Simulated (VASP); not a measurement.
# BiSe2 (P6_3/mmc) in VASP: single point with r2SCAN

Aim: the single point of BiSe2 with r2SCAN.

Program: VASP 6.6.1. These are calculated values, not measurements. Logs are shortened: lines on timing, memory, paths and dates and some standing lists are left out, and cuts for length are marked.

## (1) The cell of the first run

Symmetry: P6_3/mmc, No. 194, hexagonal system. The conventional cell has a = 4.119 Å, b = 4.119 Å, c = 11.658 Å, α = 90.00°, β = 90.00°, γ = 120.00°. Bi (site symmetry -6m2) has 6 Se at 2.94 Å within 3.9 Å. Se (site symmetry 3m) has 3 Bi at 2.94 Å and 4 Se at 3.36 to 3.46 Å within 3.9 Å.

## (2) Single point, r2SCAN

File POSCAR:

```
BiSe2
1.0
    4.1187023673      0.0000000000      0.0000000000
   -2.0593511837      3.5669008807      0.0000000000
    0.0000000000      0.0000000000     11.6578757814
Bi Se
2 4
Direct
    0.3333333333      0.6666666667      0.2500000000
    0.6666666667      0.3333333333      0.7500000000
    0.3333333333      0.6666666667      0.6015120924
    0.6666666667      0.3333333333      0.1015120924
    0.3333333333      0.6666666667      0.8984879076
    0.6666666667      0.3333333333      0.3984879076
```

File INCAR.step1:

```
PREC = Accurate
ENCUT = 520
ISMEAR = 0
SIGMA = 0.1
LREAL = False
LASPH = True
NELM = 80
NBANDS = 36
GGA = PE
ALGO = Normal
EDIFF = 1E-4
LWAVE = True
LCHARG = False
```

File INCAR.step2:

```
PREC = Accurate
ENCUT = 520
EDIFF = 1E-6
ISMEAR = 0
SIGMA = 0.1
LREAL = False
LASPH = True
NELM = 80
ALGO = Normal
ISIF = 2
LWAVE = False
LCHARG = False
METAGGA = R2SCAN
LMIXTAU = True
NBANDS = 36
ISTART = 1
```

File KPOINTS:

```
regular mesh
0
Gamma
  6 6 2
```

Potentials or basis: VASP PAW PBE potentials, release 64 (Bi_d, Se).

The run is started by

```bash
$ cat potpaw_PBE.64/Bi_d/POTCAR potpaw_PBE.64/Se/POTCAR > POTCAR
$ cp INCAR.step1 INCAR
$ mpirun -np 1 vasp_std > vasp.out
$ cp INCAR.step2 INCAR
$ mpirun -np 1 vasp_std > vasp.out
```

OUTCAR:

```text
PREC = Accurate
   ENCUT = 520
   EDIFF = 1E-6
   ISMEAR = 0
   LREAL = False
   LASPH = True
   NELM = 80
   ISIF = 2
   METAGGA = R2SCAN
   ISTART = 1

 ion  position               nearest neighbor table
   1  0.333  0.667  0.250-   4 2.94   6 2.94   4 2.94   6 2.94   4 2.94   6 2.94
   2  0.667  0.333  0.750-   3 2.94   5 2.94   3 2.94   5 2.94   3 2.94   5 2.94
   3  0.333  0.667  0.602-   2 2.94   2 2.94   2 2.94
   4  0.667  0.333  0.102-   1 2.94   1 2.94   1 2.94
   5  0.333  0.667  0.898-   2 2.94   2 2.94   2 2.94
   6  0.667  0.333  0.398-   1 2.94   1 2.94   1 2.94

  LATTYP: Found a hexagonal cell.
 ALAT       =     4.1187023673
 C/A-ratio  =     2.8304729844

  Lattice vectors:

 A1 = (   4.1187023673,   0.0000000000,   0.0000000000)
 A2 = (  -2.0593511837,   3.5669008807,   0.0000000000)
 A3 = (   0.0000000000,   0.0000000000,  11.6578757814)

Analysis of symmetry for initial positions (statically):
=====================================================================
 Subroutine PRICEL returns:
 Original cell was already a primitive cell.

 Routine SETGRP: Setting up the symmetry group for a
 hexagonal supercell.

 Subroutine GETGRP returns: Found 24 space group operations
 (whereof 12 operations were pure point group operations)
 out of a pool of 24 trial point group operations.

The static configuration has the point symmetry D_3d.
 The point group associated with its full space group is D_6h.

Analysis of symmetry for dynamics (positions and initial velocities):
=====================================================================
 Subroutine PRICEL returns:
 Original cell was already a primitive cell.

 Routine SETGRP: Setting up the symmetry group for a
 hexagonal supercell.

 Subroutine GETGRP returns: Found 24 space group operations
 (whereof 12 operations were pure point group operations)
 out of a pool of 24 trial point group operations.

The dynamic configuration has the point symmetry D_3d.
 The point group associated with its full space group is D_6h.

 Subroutine INISYM returns: Found 24 space group operations
 (whereof 12 operations are pure point group operations),
 and found     1 'primitive' translations

----------------------------------------------------------------------------------------

                                     Primitive cell

  volume of cell :     171.2659

  direct lattice vectors                    reciprocal lattice vectors
     4.118702367  0.000000000  0.000000000     0.242794917  0.140177711  0.000000000
    -2.059351184  3.566900881  0.000000000     0.000000000  0.280355422  0.000000000
     0.000000000  0.000000000 11.657875781     0.000000000  0.000000000  0.085778921

  length of vectors
     4.118702367  4.118702367 11.657875781     0.280355422  0.280355422  0.085778921

  position of ions in fractional coordinates (direct lattice)
     0.333333333  0.666666667  0.250000000
     0.666666667  0.333333333  0.750000000
     0.333333333  0.666666667  0.601512092
     0.666666667  0.333333333  0.101512092
     0.333333333  0.666666667  0.898487908
     0.666666667  0.333333333  0.398487908

  ion indices of the primitive-cell ions
   primitive index   ion index
                 1           1
                 2           2
                 3           3
                 4           4
                 5           5
                 6           6

----------------------------------------------------------------------------------------

 KPOINTS: regular mesh

Automatic generation of k-mesh.
 Grid dimensions read from file:
 generate k-points for:    6    6    2

 Generating k-lattice:

  Cartesian coordinates                     Fractional coordinates (reciprocal lattice)
     0.040465820  0.023362952  0.000000000     0.166666667 -0.000000000  0.000000000
     0.000000000  0.046725904  0.000000000     0.000000000  0.166666667  0.000000000
     0.000000000  0.000000000  0.042889460     0.000000000  0.000000000  0.500000000

  Length of vectors
     0.046725904  0.046725904  0.042889460

  Shift w.r.t. Gamma in fractional coordinates (k-lattice)
     0.000000000  0.000000000  0.000000000

 Subroutine IBZKPT returns following result:
 ===========================================

 Found     14 irreducible k-points:

 Following reciprocal coordinates:
            Coordinates               Weight
  0.000000  0.000000  0.000000      1.000000
  0.166667  0.000000  0.000000      6.000000
  0.333333 -0.000000  0.000000      6.000000
  0.500000  0.000000  0.000000      3.000000
  0.166667  0.166667  0.000000      6.000000
  0.333333  0.166667  0.000000     12.000000
  0.333333  0.333333  0.000000      2.000000
  0.000000  0.000000  0.500000      1.000000
  0.166667  0.000000  0.500000      6.000000
  0.333333 -0.000000  0.500000      6.000000
  0.500000  0.000000  0.500000      3.000000
  0.166667  0.166667  0.500000      6.000000
  0.333333  0.166667  0.500000     12.000000
  0.333333  0.333333  0.500000      2.000000
   k-points           NKPTS =     14   k-points in BZ     NKDIM =     14   number of bands    NBANDS=     36
   number of dos      NEDOS =    301   number of ions     NIONS =      6
   total plane-waves  NPLWV =  92160
   dimension x,y,z NGX =    32 NGY =   32 NGZ =   90
   dimension x,y,z NGXF=    64 NGYF=   64 NGZF=  180
   ions per type =               2   4
   NGX,Y,Z   is equivalent  to a cutoff of  12.92, 12.92, 12.83 a.u.
   NGXF,Y,Z  is equivalent  to a cutoff of  25.83, 25.83, 25.67 a.u.
 SYSTEM =  unknown system
   PREC   = accura    normal or accurate (medium, high low for compatibility)
   ISTART =      1    job   : 0-new  1-cont  2-samecut
   ICHARG =      0    charge: 1-file 2-atom 10-const
   ISPIN  =      1    spin polarized calculation?
   LNONCOLLINEAR =      F non collinear calculations
   LSORBIT =      F    spin-orbit coupling
   LASPH  =      T    aspherical Exc in radial PAW
   ENCUT  =  520.0 eV  38.22 Ry    6.18 a.u.   7.66  7.66 21.68*2*pi/ulx,y,z
   NELM   =     80;   NELMIN=  2; NELMDL=  0     # of ELM steps
   EDIFF  = 0.1E-05   stopping-criterion for ELM
   LREAL  =      F    real-space projection
   EDIFFG = 0.1E-04   stopping-criterion for IOM
   NSW    =      0    number of steps for IOM
   IBRION =     -1    ionic relax: 0-MD 1-quasi-New 2-CG
   NFREE  =      0    steps in history (QN), initial steepest desc. (CG)
   ISIF   =      2    stress and relaxation
   ISYM   =      2    0-nonsym 1-usesym 2-fastsym
   POTIM  = 0.5000    time-step for ionic-motion
   TEBEG  =    0.0;   TEEND  =   0.0 temperature during run
   PSTRESS=    0.0 pullay stress
   NELECT =      54.0000    total number of electrons
   NUPDOWN=      -1.0000    fix difference up-down
   EMIN   =  10.00;   EMAX   =-10.00  energy-range for DOS
   EFERMI =   0.00;   METHOD = LEGACY
   ISMEAR =     0;   SIGMA  =   0.10  broadening in eV -4-tet -1-fermi 0-gaus
   EFERMI_NEDOS =   21; number of points for ismear=-14 and -15
   IALGO  =     38    algorithm
   IMIX   =      4    mixing-type and parameters
     AMIX     =   0.40;   BMIX     =  1.00
     AMIX_MAG =   1.60;   BMIX_MAG =  1.00
  volume/ion in A,a.u.               =      28.54       192.63
  Fermi-wavevector in a.u.,A,eV,Ry     =   1.114250  2.105626 16.892341  1.241552
  Thomas-Fermi vector in A             =   2.250843
   LORBIT       =      0    0 simple, 1 ext, 2 COOP (PROOUT), +10 PAW based schemes
   METAGGA = R2SCAN    functional components
   LHFCALC =     F    Hartree Fock is set to
   AEXX    =    0.0000 exact exchange contribution
   IVDW    =     0    specifies the selected vdW correction
   LEPSILON=     F    determine dielectric tensor
   LRPA    =     F    only Hartree local field effects (RPA)
 non-spin polarized calculation
 Gauss-broadening in eV      SIGMA  =   0.10
  energy-cutoff  :      520.00
  volume of cell :      171.27
 maximum number of plane-waves:      4657
 NGX is ok and might be reduce to    32
   NGX = 15   NGY = 15   NGZ = 43

 number of electron      53.9999995 magnetization

 Free energy of the ion-electron system (eV)
  ---------------------------------------------------
  ext. energy  EPLUGINS =         0.00000000
  ---------------------------------------------------
  free energy    TOTEN  =      -174.44322328 eV

  energy without entropy =     -174.41011372  energy(sigma->0) =     -174.42666850

 E-fermi :   4.1080     XC(G=0):  -9.8909

 val. band max:        4.1029139255   @ k =   0.0000   0.0000   0.0000
 cond. band min:       4.1208208324   @ k =   0.5000   0.0000   0.0000
 fundamental gap:      0.0179069069
 Fermi energy:         4.1080371010

 k-point     1 :       0.0000    0.0000    0.0000
  band No.  band energies     occupation
      1     -19.6967      2.00000
      2     -19.6967      2.00000
      3     -19.6966      2.00000
      4     -19.6966      2.00000
      5     -19.6477      2.00000
      6     -19.6473      2.00000
[... 28 lines left out ...]
     35       9.9863      0.00000
     36      10.7502      0.00000

 k-point     2 :       0.1667    0.0000    0.0000
  band No.  band energies     occupation
      1     -19.6985      2.00000
      2     -19.6985      2.00000
      3     -19.6891      2.00000
      4     -19.6891      2.00000
      5     -19.6504      2.00000
      6     -19.6504      2.00000
[... 28 lines left out ...]
     35      10.3535      0.00000
     36      11.2736      0.00000

 k-point     3 :       0.3333   -0.0000    0.0000
  band No.  band energies     occupation
      1     -19.7030      2.00000
      2     -19.7030      2.00000
      3     -19.6739      2.00000
      4     -19.6739      2.00000
      5     -19.6628      2.00000
      6     -19.6628      2.00000
[... 28 lines left out ...]
     35      10.7569      0.00000
     36      11.5710      0.00000
[... 352 lines left out ...]
 k-point    13 :       0.3333    0.1667    0.5000
  band No.  band energies     occupation
      1     -19.6987      2.00000
      2     -19.6987      2.00000
      3     -19.6722      2.00000
      4     -19.6722      2.00000
      5     -19.6665      2.00000
      6     -19.6665      2.00000
[... 28 lines left out ...]
     35      11.3501      0.00000
     36      11.3501      0.00000

 k-point    14 :       0.3333    0.3333    0.5000
  band No.  band energies     occupation
      1     -19.6899      2.00000
      2     -19.6899      2.00000
      3     -19.6769      2.00000
      4     -19.6769      2.00000
      5     -19.6664      2.00000
      6     -19.6664      2.00000
[... 28 lines left out ...]
     35      11.5226      0.00000
     36      11.5226      0.00000

------------------------ aborting loop because EDIFF is reached ----------------------------------------

  FORCE on cell =-STRESS in cart. coord.  units (eV):
  Direction    XX          YY          ZZ          XY          YZ          ZX
  --------------------------------------------------------------------------------------
  -------------------------------------------------------------------------------------
  Total       -0.0253141     -0.0253141      0.0146960      0.0000000     -0.0000000      0.0000000
  in kB       -0.2368116     -0.2368116      0.1374797      0.0000000     -0.0000000      0.0000000
  external PRESSURE =      -0.1120478 kB  Pullay stress =       0.0000000 kB

 VOLUME and BASIS-vectors are now :
 -----------------------------------------------------------------------------
  energy-cutoff  :      520.00
  volume of cell :      171.27
      direct lattice vectors                 reciprocal lattice vectors
     4.118702367  0.000000000  0.000000000     0.242794917  0.140177711  0.000000000
    -2.059351184  3.566900881  0.000000000     0.000000000  0.280355422  0.000000000
     0.000000000  0.000000000 11.657875781     0.000000000  0.000000000  0.085778921

 POSITION                                       TOTAL-FORCE (eV/Angst)
 -----------------------------------------------------------------------------------
     -0.00000      2.37793      2.91447        -0.000000      0.000000      0.000000
      2.05935      1.18897      8.74341         0.000000     -0.000000      0.000000
     -0.00000      2.37793      7.01235        -0.000000     -0.000000     -0.019758
      2.05935      1.18897      1.18342         0.000000     -0.000000     -0.019758
     -0.00000      2.37793     10.47446         0.000000     -0.000000      0.019758
      2.05935      1.18897      4.64552         0.000000     -0.000000      0.019758
 -----------------------------------------------------------------------------------
    total drift:                               -0.000000      0.000000      0.000000

  FREE ENERGIE OF THE ION-ELECTRON SYSTEM (eV)
  ---------------------------------------------------
  free  energy   TOTEN  =      -174.4432232785 eV

  energy  without entropy=     -174.4101137212  energy(sigma->0) =     -174.42666850
```

Wall time 5 min (1 thread of Intel Xeon Platinum 8259CL at 2.50GHz (Skylake/Cascade Lake), shared host); peak memory 0.36 GiB.

What came out:

```yaml
Free_energy: -174.4432 eV
Pressure: 0.0 GPa
Largest_force: 0.020 eV/Å
Band_gap_on_the_k_mesh: zero (bands 27 and 28 overlap by 1.27 eV)
```

Forces in eV/Å, atoms in the order of the input:
```
Bi   0.000  0.000  0.000
Bi   0.000  0.000  0.000
Se   0.000  0.000 -0.020
Se   0.000  0.000 -0.020
Se   0.000  0.000  0.020
Se   0.000  0.000  0.020
```

Levels at points of the mesh, in eV from the Fermi level:
| k point | band 24 | band 25 | band 26 | band 27 | band 28 | band 29 | band 30 | band 31 |
| --- | --- | --- | --- | --- | --- | --- | --- | --- |
| (0.00, 0.00, 0.00) | -1.18 | -1.17 | -0.44 | -0.44 | -0.01 | 1.87 | 2.22 | 2.22 |
| (0.50, 0.00, 0.00) | -1.87 | -1.13 | -0.61 | -0.41 | 0.01 | 1.64 | 2.40 | 2.82 |
| (0.00, 0.00, 0.50) | -0.73 | -0.73 | -0.73 | -0.61 | -0.61 | 2.28 | 2.28 | 2.28 |
| (0.50, 0.00, 0.50) | -1.53 | -1.21 | -1.21 | -0.64 | -0.64 | 2.37 | 2.37 | 3.26 |

Caveat: the PAW data sets were made with another functional, which shifts forces and pressure a little; spin-orbit coupling is left out, which moves the levels of the heavy elements.
